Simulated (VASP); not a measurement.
# Si2I (I4/mcm) in VASP: single point with PBE

Aim: the single point of Si2I with PBE.

Everything below comes from runs of VASP 6.6.1. Logs are shortened: lines on timing, memory, paths and dates and some standing lists are left out, and cuts for length are marked.

## Step 1: The cell of the first run

The structure is tetragonal, space group I4/mcm (No. 140). Conventional cell: a = 7.062 Å, b = 7.062 Å, c = 5.878 Å, α = 90.00°, β = 90.00°, γ = 90.00°. Within 4.0 Å of Si (site symmetry m2m) lie 4 I at 3.01 Å and 11 Si at 3.34 to 3.77 Å. I (site symmetry 422) has 2 I at 2.94 Å and 8 Si at 3.01 Å within 3.9 Å.

## Step 2: Single point, PBE

INCAR

```
  PREC = Accurate
  ENCUT = 520
  EDIFF = 1E-6
  ISMEAR = 0
  SIGMA = 0.1
  LREAL = F
  LASPH = T
  NELM = 60
  ALGO = Normal
  ISIF = 2
  LWAVE = F
  LCHARG = F
  GGA = PE
  NBANDS = 24
```

KPOINTS

```
regular mesh
0
Gamma
  4 4 4
```

POSCAR

```
Si2I
1.0
   -3.5307745954      3.5307745954      2.9390208589
    3.5307745954     -3.5307745954      2.9390208589
    3.5307745954      3.5307745954     -2.9390208589
Si I
4 2
Direct
    0.6670000000      0.1670000000      0.8340000000
    0.1670000000      0.3330000000      0.5000000000
    0.3330000000      0.8330000000      0.1660000000
    0.8330000000      0.6670000000      0.5000000000
    0.2500000000      0.2500000000      0.0000000000
    0.7500000000      0.7500000000      0.0000000000
```

Potentials or basis: VASP PAW PBE potentials, release 64 (Si, I).

Launch:

```bash
$ cat potpaw_PBE.64/Si/POTCAR potpaw_PBE.64/I/POTCAR > POTCAR
$ mpirun -np 1 vasp_std > vasp.out
```

OUTCAR:

```text
PREC = Accurate
   ENCUT = 520
   EDIFF = 1E-6
   ISMEAR = 0
   LREAL = F
   LASPH = T
   NELM = 60
   ISIF = 2
   GGA = PE

 ion  position               nearest neighbor table
   1  0.667  0.167  0.834-   5 3.01   6 3.01   5 3.01   6 3.01
   2  0.167  0.333  0.500-   6 3.01   5 3.01   5 3.01   6 3.01
   3  0.333  0.833  0.166-   5 3.01   6 3.01   5 3.01   6 3.01
   4  0.833  0.667  0.500-   5 3.01   6 3.01   6 3.01   5 3.01
   5  0.250  0.250  0.000-   6 2.94   6 2.94   1 3.01   2 3.01   3 3.01   4 3.01   2 3.01   4 3.01
                             1 3.01   3 3.01
   6  0.750  0.750  0.000-   5 2.94   5 2.94   1 3.01   3 3.01   4 3.01   3 3.01   4 3.01   1 3.01
                             2 3.01   2 3.01

  LATTYP: Found a body centered tetragonal cell.
 ALAT       =     7.0615491908
 C/A-ratio  =     0.8324011572

  Lattice vectors:

 A1 = (  -3.5307745954,   3.5307745954,   2.9390208589)
 A2 = (   3.5307745954,  -3.5307745954,   2.9390208589)
 A3 = (   3.5307745954,   3.5307745954,  -2.9390208589)

Analysis of symmetry for initial positions (statically):
=====================================================================
 Subroutine PRICEL returns:
 Original cell was already a primitive cell.

 Routine SETGRP: Setting up the symmetry group for a
 body centered tetragonal supercell.

 Subroutine GETGRP returns: Found 16 space group operations
 (whereof  8 operations were pure point group operations)
 out of a pool of 16 trial point group operations.

The static configuration has the point symmetry C_4h.
 The point group associated with its full space group is D_4h.

Analysis of symmetry for dynamics (positions and initial velocities):
=====================================================================
 Subroutine PRICEL returns:
 Original cell was already a primitive cell.

 Routine SETGRP: Setting up the symmetry group for a
 body centered tetragonal supercell.

 Subroutine GETGRP returns: Found 16 space group operations
 (whereof  8 operations were pure point group operations)
 out of a pool of 16 trial point group operations.

The dynamic configuration has the point symmetry C_4h.
 The point group associated with its full space group is D_4h.

 Subroutine INISYM returns: Found 16 space group operations
 (whereof  8 operations are pure point group operations),
 and found     1 'primitive' translations

----------------------------------------------------------------------------------------

                                     Primitive cell

  volume of cell :     146.5557

  direct lattice vectors                    reciprocal lattice vectors
    -3.530774595  3.530774595  2.939020859     0.000000000  0.141611985  0.170124686
     3.530774595 -3.530774595  2.939020859     0.141611985  0.000000000  0.170124686
     3.530774595  3.530774595 -2.939020859     0.141611985  0.141611985  0.000000000

  length of vectors
     5.794012608  5.794012608  5.794012608     0.221351221  0.221351221  0.200269590

  position of ions in fractional coordinates (direct lattice)
     0.667000000  0.167000000  0.834000000
     0.167000000  0.333000000  0.500000000
     0.333000000  0.833000000  0.166000000
     0.833000000  0.667000000  0.500000000
     0.250000000  0.250000000  0.000000000
     0.750000000  0.750000000  0.000000000

  ion indices of the primitive-cell ions
   primitive index   ion index
                 1           1
                 2           2
                 3           3
                 4           4
                 5           5
                 6           6

----------------------------------------------------------------------------------------

 KPOINTS: regular mesh

Automatic generation of k-mesh.
 Grid dimensions read from file:
 generate k-points for:    4    4    4

 Generating k-lattice:

  Cartesian coordinates                     Fractional coordinates (reciprocal lattice)
     0.000000000  0.035402996  0.042531171     0.250000000  0.000000000  0.000000000
     0.035402996  0.000000000  0.042531171     0.000000000  0.250000000  0.000000000
     0.035402996  0.035402996  0.000000000     0.000000000  0.000000000  0.250000000

  Length of vectors
     0.055337805  0.055337805  0.050067398

  Shift w.r.t. Gamma in fractional coordinates (k-lattice)
     0.000000000  0.000000000  0.000000000

 Subroutine IBZKPT returns following result:
 ===========================================

 Found     13 irreducible k-points:

 Following reciprocal coordinates:
            Coordinates               Weight
  0.000000  0.000000  0.000000      1.000000
  0.250000 -0.000000  0.000000      8.000000
  0.500000 -0.000000  0.000000      4.000000
  0.250000  0.250000  0.000000      8.000000
  0.500000  0.250000  0.000000     16.000000
 -0.250000  0.250000  0.000000      4.000000
  0.500000  0.500000  0.000000      2.000000
  0.250000  0.250000  0.250000      2.000000
 -0.250000  0.250000  0.250000      4.000000
  0.500000  0.500000  0.250000      4.000000
 -0.250000  0.500000  0.250000      8.000000
 -0.250000 -0.250000  0.250000      2.000000
  0.500000  0.500000  0.500000      1.000000
   k-points           NKPTS =     13   k-points in BZ     NKDIM =     13   number of bands    NBANDS=     24
   number of dos      NEDOS =    301   number of ions     NIONS =      6
   total plane-waves  NPLWV = 110592
   dimension x,y,z NGX =    48 NGY =   48 NGZ =   48
   dimension x,y,z NGXF=    96 NGYF=   96 NGZF=   96
   ions per type =               4   2
   NGX,Y,Z   is equivalent  to a cutoff of  13.77, 13.77, 13.77 a.u.
   NGXF,Y,Z  is equivalent  to a cutoff of  27.55, 27.55, 27.55 a.u.
 SYSTEM =  unknown system
   PREC   = accura    normal or accurate (medium, high low for compatibility)
   ISTART =      0    job   : 0-new  1-cont  2-samecut
   ICHARG =      2    charge: 1-file 2-atom 10-const
   ISPIN  =      1    spin polarized calculation?
   LNONCOLLINEAR =      F non collinear calculations
   LSORBIT =      F    spin-orbit coupling
   LASPH  =      T    aspherical Exc in radial PAW
   ENCUT  =  520.0 eV  38.22 Ry    6.18 a.u.  10.77 10.77 10.77*2*pi/ulx,y,z
   NELM   =     60;   NELMIN=  2; NELMDL= -5     # of ELM steps
   EDIFF  = 0.1E-05   stopping-criterion for ELM
   LREAL  =      F    real-space projection
   EDIFFG = 0.1E-04   stopping-criterion for IOM
   NSW    =      0    number of steps for IOM
   IBRION =     -1    ionic relax: 0-MD 1-quasi-New 2-CG
   NFREE  =      0    steps in history (QN), initial steepest desc. (CG)
   ISIF   =      2    stress and relaxation
   ISYM   =      2    0-nonsym 1-usesym 2-fastsym
   POTIM  = 0.5000    time-step for ionic-motion
   TEBEG  =    0.0;   TEEND  =   0.0 temperature during run
   PSTRESS=    0.0 pullay stress
   NELECT =      30.0000    total number of electrons
   NUPDOWN=      -1.0000    fix difference up-down
   EMIN   =  10.00;   EMAX   =-10.00  energy-range for DOS
   EFERMI =   0.00;   METHOD = LEGACY
   ISMEAR =     0;   SIGMA  =   0.10  broadening in eV -4-tet -1-fermi 0-gaus
   EFERMI_NEDOS =   21; number of points for ismear=-14 and -15
   IALGO  =     38    algorithm
   IMIX   =      4    mixing-type and parameters
     AMIX     =   0.40;   BMIX     =  1.00
     AMIX_MAG =   1.60;   BMIX_MAG =  1.00
  volume/ion in A,a.u.               =      24.43       164.83
  Fermi-wavevector in a.u.,A,eV,Ry     =   0.964823  1.823251 12.665441  0.930884
  Thomas-Fermi vector in A             =   2.094487
   LORBIT       =      0    0 simple, 1 ext, 2 COOP (PROOUT), +10 PAW based schemes
   GGA     = PE    functional components
   LHFCALC =     F    Hartree Fock is set to
   AEXX    =    0.0000 exact exchange contribution
   IVDW    =     0    specifies the selected vdW correction
   LEPSILON=     F    determine dielectric tensor
   LRPA    =     F    only Hartree local field effects (RPA)
 non-spin polarized calculation
 Gauss-broadening in eV      SIGMA  =   0.10
  energy-cutoff  :      520.00
  volume of cell :      146.56
 maximum number of plane-waves:      3967
 NGX is ok and might be reduce to    48
   NGX = 21   NGY = 21   NGZ = 21

 number of electron      29.9999999 magnetization

 Free energy of the ion-electron system (eV)
  ---------------------------------------------------
  ext. energy  EPLUGINS =         0.00000000
  ---------------------------------------------------
  free energy    TOTEN  =       -15.76879719 eV

  energy without entropy =      -15.75462895  energy(sigma->0) =      -15.76171307

 E-fermi :   6.8694     XC(G=0):  -9.6615

 val. band max:        6.8645863562   @ k =   0.5000  -0.0000   0.0000
 cond. band min:       6.9277005836   @ k =   0.2500   0.2500   0.0000
 fundamental gap:      0.0631142274
 Fermi energy:         6.8693865162

 k-point     1 :       0.0000    0.0000    0.0000
  band No.  band energies     occupation
      1      -9.4490      2.00000
      2      -6.5900      2.00000
      3      -1.5893      2.00000
      4      -1.0769      2.00000
      5      -0.4280      2.00000
      6      -0.4280      2.00000
[... 16 lines left out ...]
     23      11.3826      0.00000
     24      11.4537      0.00000

 k-point     2 :       0.2500   -0.0000    0.0000
  band No.  band energies     occupation
      1      -9.1599      2.00000
      2      -7.2455      2.00000
      3      -1.5460      2.00000
      4      -1.0196      2.00000
      5      -0.7783      2.00000
      6      -0.2647      2.00000
[... 16 lines left out ...]
     23      10.3654      0.00000
     24      10.9650      0.00000

 k-point     3 :       0.5000   -0.0000    0.0000
  band No.  band energies     occupation
      1      -8.3488      2.00000
      2      -8.3488      2.00000
      3      -1.4373      2.00000
      4      -1.4373      2.00000
      5      -0.9659      2.00000
      6      -0.9659      2.00000
[... 16 lines left out ...]
     23      10.2850      0.00000
     24      10.2850      0.00000

 k-point     4 :       0.2500    0.2500    0.0000
  band No.  band energies     occupation
      1      -8.4139      2.00000
      2      -8.2799      2.00000
      3      -1.8662      2.00000
      4      -1.4663      2.00000
      5      -0.9387      2.00000
      6       0.0724      2.00000
[... 16 lines left out ...]
     23       9.4626      0.00000
     24      10.3344      0.00000

 k-point     5 :       0.5000    0.2500    0.0000
  band No.  band energies     occupation
      1      -9.0566      2.00000
      2      -7.3217      2.00000
      3      -2.5740      2.00000
      4      -1.1624      2.00000
      5      -0.8862      2.00000
      6      -0.4972      2.00000
[... 16 lines left out ...]
     23       9.9411      0.00000
     24      10.6234      0.00000

 k-point     6 :      -0.2500    0.2500    0.0000
  band No.  band energies     occupation
      1      -9.3763      2.00000
      2      -6.6298      2.00000
      3      -2.3737      2.00000
      4      -1.8794      2.00000
      5      -0.2942      2.00000
      6      -0.0962      2.00000
[... 16 lines left out ...]
     23      10.5841      0.00000
     24      11.1562      0.00000

 k-point     7 :       0.5000    0.5000    0.0000
  band No.  band energies     occupation
      1      -9.2989      2.00000
      2      -6.6684      2.00000
      3      -3.0510      2.00000
      4      -2.0854      2.00000
      5       0.0049      2.00000
      6       0.1971      2.00000
[... 16 lines left out ...]
     23       9.5430      0.00000
     24      11.6357      0.00000

 k-point     8 :       0.2500    0.2500    0.2500
  band No.  band energies     occupation
      1      -8.3422      2.00000
      2      -8.3422      2.00000
      3      -2.0688      2.00000
      4      -2.0688      2.00000
      5       0.3385      2.00000
      6       0.3385      2.00000
[... 16 lines left out ...]
     23       9.5548      0.00000
     24       9.5548      0.00000

 k-point     9 :      -0.2500    0.2500    0.2500
  band No.  band energies     occupation
      1      -9.3063      2.00000
      2      -6.6707      2.00000
      3      -2.3181      2.00000
      4      -2.1764      2.00000
      5      -1.8830      2.00000
      6       0.6780      2.00000
[... 16 lines left out ...]
     23      10.2567      0.00000
     24      10.3494      0.00000

 k-point    10 :       0.5000    0.5000    0.2500
  band No.  band energies     occupation
      1      -9.2319      2.00000
      2      -6.7103      2.00000
      3      -2.8380      2.00000
      4      -2.3612      2.00000
      5      -1.8264      2.00000
      6       0.1925      2.00000
[... 16 lines left out ...]
     23       9.0418      0.00000
     24      10.1273      0.00000

 k-point    11 :      -0.2500    0.5000    0.2500
  band No.  band energies     occupation
      1      -8.9591      2.00000
      2      -7.4023      2.00000
      3      -2.2852      2.00000
      4      -2.1391      2.00000
      5      -1.4653      2.00000
      6      -0.0349      2.00000
[... 16 lines left out ...]
     23       9.2109      0.00000
     24       9.6211      0.00000

 k-point    12 :      -0.2500   -0.2500    0.2500
  band No.  band energies     occupation
      1      -8.4815      2.00000
      2      -8.2142      2.00000
      3      -1.5830      2.00000
      4      -1.5830      2.00000
      5      -0.5910      2.00000
      6      -0.0490      2.00000
[... 16 lines left out ...]
     23       9.7794      0.00000
     24       9.7794      0.00000

 k-point    13 :       0.5000    0.5000    0.5000
  band No.  band energies     occupation
      1      -9.1609      2.00000
      2      -6.7509      2.00000
      3      -2.5743      2.00000
      4      -2.5410      2.00000
      5      -2.5410      2.00000
      6      -0.3672      2.00000
[... 16 lines left out ...]
     23       9.5416      0.00000
     24       9.5416      0.00000

------------------------ aborting loop because EDIFF is reached ----------------------------------------

  FORCE on cell =-STRESS in cart. coord.  units (eV):
  Direction    XX          YY          ZZ          XY          YZ          ZX
  --------------------------------------------------------------------------------------
  -------------------------------------------------------------------------------------
  Total       -2.0910891     -2.0910891      9.9634670      0.0000000     -0.0000000      0.0000000
  in kB      -22.8602234    -22.8602234    108.9227066      0.0000000     -0.0000000      0.0000000
  external PRESSURE =      21.0674199 kB  Pullay stress =       0.0000000 kB

 VOLUME and BASIS-vectors are now :
 -----------------------------------------------------------------------------
  energy-cutoff  :      520.00
  volume of cell :      146.56
      direct lattice vectors                 reciprocal lattice vectors
    -3.530774595  3.530774595  2.939020859     0.000000000  0.141611985  0.170124686
     3.530774595 -3.530774595  2.939020859     0.141611985  0.000000000  0.170124686
     3.530774595  3.530774595 -2.939020859     0.141611985  0.141611985  0.000000000

 POSITION                                       TOTAL-FORCE (eV/Angst)
 -----------------------------------------------------------------------------------
      1.17928      4.71005      0.00000        -0.392870     -0.392870      0.000000
      2.35150      1.17928      0.00000         0.392870     -0.392870     -0.000000
      2.35150     -1.17928      2.93902         0.392870      0.392870     -0.000000
      1.17928      2.35150      2.93902        -0.392870      0.392870     -0.000000
      0.00000      0.00000      1.46951         0.000000     -0.000000     -0.000000
      0.00000      0.00000      4.40853         0.000000     -0.000000     -0.000000
 -----------------------------------------------------------------------------------
    total drift:                               -0.000000     -0.000000      0.000000

  FREE ENERGIE OF THE ION-ELECTRON SYSTEM (eV)
  ---------------------------------------------------
  free  energy   TOTEN  =       -15.7687971940 eV

  energy  without entropy=      -15.7546289479  energy(sigma->0) =      -15.76171307
```

Wall time 35 s (1 thread of Intel Xeon Platinum 8375C at 2.90GHz (Ice Lake), shared host); peak memory 0.31 GiB.

Results:

| Item | Value |
| --- | --- |
| Free energy | -15.7688 eV |
| Pressure | 2.1 GPa |
| Largest force | 0.556 eV/Å |
| Band gap on the k mesh | zero (band 15 reaches 7.48 eV, above the bottom of band 16 at 6.26 eV) |

Forces on the atoms (eV/Å):
```
Si  -0.393 -0.393  0.000
Si   0.393 -0.393  0.000
Si   0.393  0.393  0.000
Si  -0.393  0.393  0.000
I    0.000  0.000  0.000
I    0.000  0.000  0.000
```

Caveat: spin-orbit coupling is left out, which moves the levels of the heavy elements.
